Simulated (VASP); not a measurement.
# Te (R-3m) in VASP: single point with LDA

Aim: the single point of Te with LDA.

All numbers are computed with VASP 6.6.1; they aren't measurements. Logs are shortened: lines on timing, memory, paths and dates and some standing lists are left out, and cuts for length are marked.

## 1. The cell of the first run

Symmetry: R-3m, No. 166, trigonal system. The conventional cell has a = 4.322 Å, b = 4.322 Å, c = 31.757 Å, α = 90.00°, β = 90.00°, γ = 120.00°. Within 5.5 Å of Te (site symmetry 3m) lie 9 Te at 4.19 to 4.32 Å.

## 2. Single point, LDA

INCAR reads:

```
ALGO = Normal
EDIFF = 1E-7
ENCUT = 520
GGA = CA
ISIF = 2
ISMEAR = 1
LASPH = T
LCHARG = F
LREAL = F
LWAVE = F
NBANDS = 13
NELM = 100
PREC = Accurate
SIGMA = 0.15
```

KPOINTS reads:

```
k-points
0
Gamma
  6 6 6
```

POSCAR reads:

```
Te
1.0
    2.1609690000      1.2476360000     10.5855710000
   -2.1609690000      1.2476360000     10.5855710000
    0.0000000000     -2.4952720000     10.5855710000
Te
2
Direct
    0.2195950000      0.2195950000      0.2195950000
    0.7804050000      0.7804050000      0.7804050000
```

Potentials or basis: VASP PAW LDA potentials, release 64 (Te).

Command:

```sh
> cat potpaw_LDA.64/Te/POTCAR > POTCAR
> mpirun -np 1 vasp_std > vasp.out
```

OUTCAR:

```text
EDIFF = 1E-7
   ENCUT = 520
   GGA = CA
   ISIF = 2
   ISMEAR = 1
   LASPH = T
   LREAL = F
   NELM = 100
   PREC = Accurate

 ion  position               nearest neighbor table
   1  0.220  0.220  0.220-
   2  0.780  0.780  0.780-

  LATTYP: Found a trigonal (rhomboedric) cell.
 ALAT       =    10.8756928976
 COS(alpha) =     0.9210388985

  Lattice vectors:

 A1 = (   2.1609690000,   1.2476360000,  10.5855710000)
 A2 = (  -2.1609690000,   1.2476360000,  10.5855710000)
 A3 = (   0.0000000000,  -2.4952720000,  10.5855710000)

Analysis of symmetry for initial positions (statically):
=====================================================================
 Subroutine PRICEL returns:
 Original cell was already a primitive cell.

 Routine SETGRP: Setting up the symmetry group for a
 trigonal (rhombohedral) supercell.

 Subroutine GETGRP returns: Found 12 space group operations
 (whereof 12 operations were pure point group operations)
 out of a pool of 12 trial point group operations.

The static configuration has the point symmetry D_3d.

Analysis of symmetry for dynamics (positions and initial velocities):
=====================================================================
 Subroutine PRICEL returns:
 Original cell was already a primitive cell.

 Routine SETGRP: Setting up the symmetry group for a
 trigonal (rhombohedral) supercell.

 Subroutine GETGRP returns: Found 12 space group operations
 (whereof 12 operations were pure point group operations)
 out of a pool of 12 trial point group operations.

The dynamic configuration has the point symmetry D_3d.

 Subroutine INISYM returns: Found 12 space group operations
 (whereof 12 operations are pure point group operations),
 and found     1 'primitive' translations

----------------------------------------------------------------------------------------

                                     Primitive cell

  volume of cell :     171.2387

  direct lattice vectors                    reciprocal lattice vectors
     2.160969000  1.247636000 10.585571000     0.231377683  0.133585971  0.031489405
    -2.160969000  1.247636000 10.585571000    -0.231377683  0.133585971  0.031489405
     0.000000000 -2.495272000 10.585571000     0.000000000 -0.267171942  0.031489405

  length of vectors
    10.875692898 10.875692898 10.875692886     0.269021238  0.269021238  0.269021243

[... 89 lines left out ...]
   TEBEG  =    0.0;   TEEND  =   0.0 temperature during run
   PSTRESS=    0.0 pullay stress
   NELECT =      12.0000    total number of electrons
   NUPDOWN=      -1.0000    fix difference up-down
   EMIN   =  10.00;   EMAX   =-10.00  energy-range for DOS
   EFERMI =   0.00;   METHOD = LEGACY
   ISMEAR =     1;   SIGMA  =   0.15  broadening in eV -4-tet -1-fermi 0-gaus
   EFERMI_NEDOS =   21; number of points for ismear=-14 and -15
   IALGO  =     38    algorithm
   IMIX   =      4    mixing-type and parameters
     AMIX     =   0.40;   BMIX     =  1.00
     AMIX_MAG =   1.60;   BMIX_MAG =  1.00
  volume/ion in A,a.u.               =      85.62       577.79
  Fermi-wavevector in a.u.,A,eV,Ry     =   0.674944  1.275460  6.198131  0.455550
  Thomas-Fermi vector in A             =   1.751813
   LORBIT       =      0    0 simple, 1 ext, 2 COOP (PROOUT), +10 PAW based schemes
   GGA     = CA    functional components
   LHFCALC =     F    Hartree Fock is set to
   AEXX    =    0.0000 exact exchange contribution
   IVDW    =     0    specifies the selected vdW correction
   LEPSILON=     F    determine dielectric tensor
   LRPA    =     F    only Hartree local field effects (RPA)
 non-spin polarized calculation
 Methfessel and Paxton  Order N= 1 SIGMA  =   0.15
  energy-cutoff  :      520.00
  volume of cell :      171.24
 maximum number of plane-waves:      4636
 NGX is ok and might be reduce to    84
   NGX = 41   NGY = 41   NGZ = 41

 number of electron      12.0000000 magnetization

 Free energy of the ion-electron system (eV)
  ---------------------------------------------------
  ext. energy  EPLUGINS =         0.00000000
  ---------------------------------------------------
  free energy    TOTEN  =        -3.30880014 eV

  energy without entropy =       -3.29390785  energy(sigma->0) =       -3.30383604

 E-fermi :  -1.5618     XC(G=0):  -5.6166

 val. band max:       -1.5732639214   @ k =   0.3333   0.0000  -0.0000
 cond. band min:      -1.5591625773   @ k =   0.3333   0.1667   0.1667
 fundamental gap:      0.0141013441
 Fermi energy:        -1.5617564551

 k-point     1 :       0.0000    0.0000    0.0000
  band No.  band energies     occupation
      1     -11.8533      2.00000
      2     -11.4839      2.00000
      3      -3.2699      2.00000
      4      -1.6387      1.75422
      5      -1.0417     -0.00001
      6      -1.0417     -0.00001
      7      -0.8001     -0.00000
      8      -0.8001     -0.00000
      9       2.7484      0.00000
     10       4.3010      0.00000
     11       4.7964      0.00000
     12       5.7274      0.00000
     13       6.9862      0.00000
[... 354 lines left out ...]
  band No.  band energies     occupation
      1     -11.3450      2.00000
      2     -11.2122      2.00000
      3      -3.3189      2.00000
      4      -3.1198      2.00000
      5      -2.2879      2.00000
      6      -2.0112      2.00019
      7      -1.6701      1.93495
      8      -1.4478      0.04185
      9       4.1616      0.00000
     10       4.7786      0.00000
     11       5.3688      0.00000
     12       5.6649      0.00000
     13       6.3436      0.00000

 [... further k-points ...]

------------------------ aborting loop because EDIFF is reached ----------------------------------------

  FORCE on cell =-STRESS in cart. coord.  units (eV):
  Direction    XX          YY          ZZ          XY          YZ          ZX
  --------------------------------------------------------------------------------------
  -------------------------------------------------------------------------------------
  Total       -5.1440728     -5.1440725     -3.6168289      0.0000000      0.0000000     -0.0000000
  in kB      -48.1299839    -48.1299813    -33.8404845      0.0000000      0.0000000     -0.0000000
  external PRESSURE =     -43.3668166 kB  Pullay stress =       0.0000000 kB

 VOLUME and BASIS-vectors are now :
 -----------------------------------------------------------------------------
  energy-cutoff  :      520.00
  volume of cell :      171.24
      direct lattice vectors                 reciprocal lattice vectors
     2.160969000  1.247636000 10.585571000     0.231377683  0.133585971  0.031489405
    -2.160969000  1.247636000 10.585571000    -0.231377683  0.133585971  0.031489405
     0.000000000 -2.495272000 10.585571000     0.000000000 -0.267171942  0.031489405

 POSITION                                       TOTAL-FORCE (eV/Angst)
 -----------------------------------------------------------------------------------
      0.00000      0.00000      6.97362         0.000000      0.000000     -1.069474
      0.00000      0.00000     24.78310         0.000000     -0.000000      1.069474
 -----------------------------------------------------------------------------------
    total drift:                               -0.000000     -0.000000      0.000000

  FREE ENERGIE OF THE ION-ELECTRON SYSTEM (eV)
  ---------------------------------------------------
  free  energy   TOTEN  =        -3.3088001352 eV

  energy  without entropy=       -3.2939078525  energy(sigma->0) =       -3.30383604
```

Run time: 10 min. Hardware: 1 thread of AMD EPYC 7R13 (Zen 3), shared host; peak memory 0.61 GiB.

What came out:

```
Free energy            : -3.3088 eV
Pressure               : -4.3 GPa
Largest force          : 1.069 eV/Å
Band gap on the k mesh : zero (bands 6 and 7 overlap by 0.63 eV)
```

Forces on the atoms (eV/Å):
```
Te   0.000  0.000 -1.069
Te   0.000  0.000  1.069
```

Stress tensor (GPa, compression positive):
```
-4.81  0.00  0.00
 0.00 -4.81  0.00
 0.00  0.00 -3.38
```

Levels at points of the mesh, in eV from the Fermi level:
```csv
k point,band 2,band 3,band 4,band 5,band 6,band 7,band 8,band 9,band 10,band 11
"(0.00, 0.00, 0.00)",-9.92,-1.71,-0.08,0.52,0.52,0.76,0.76,4.31,5.86,6.36
"(0.50, 0.00, 0.00)",-9.65,-2.00,-1.75,-0.51,-0.15,-0.03,0.31,5.50,6.14,6.24
"(0.50, 0.50, 0.00)",-9.65,-2.00,-1.75,-0.50,-0.15,-0.02,0.31,5.36,5.86,6.06
"(0.50, 0.50, 0.50)",-9.92,-1.69,-0.13,0.52,0.52,0.76,0.76,4.97,5.21,5.98
```

Caveat: the cell stands under tension; spin-orbit coupling is left out, which moves the levels of the heavy elements; forces of over 1 eV/Å act on the atoms, so gaps and moduli don't describe the material at rest.
